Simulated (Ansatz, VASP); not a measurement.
Two plane-wave programs on PtS2

```
Pt S
1.0
     3.55262    0.00000    0.00000
    -1.77631    3.07666    0.00000
     0.00000    0.00000    5.12283
Pt S
1 2
Direct
  0.00000 0.00000 0.00000
  0.33333 0.66667 0.23925
  0.66667 0.33333 0.76075
```

Alike in both runs: task single point; functional PBE; k mesh 12 × 12 × 6; no spin polarisation.

```csv
,VASP,Ansatz
version,VASP 6.6.1,Ansatz 0.2.0
potentials or method,"VASP PAW PBE potentials, release 64 (Pt, S)","plane waves, PAW"
plane-wave cutoff (eV),520,420
occupations,"gaussian, width 0.01 eV",fixed
valence electrons in the cell,22,30
```

```tsv
	VASP	Ansatz	Ansatz less VASP
gap on the k mesh at the Fermi level (eV)	0.71	0.71	-0.005
pressure (GPa)	3.2	3.6	+0.46
traceless stress, the component that is largest in VASP (GPa)	-0.88	-1.02	-0.138
rms of the force components (eV/Å)	0.012	0.031	+0.0188
```

Atom by atom the forces differ by 0.019 eV/Å (rms over components). VASP's potentials hold 22 valence electrons a cell and Ansatz's 30, so a difference there can come from the potentials and not from the codes.

Spin-orbit coupling is off throughout.
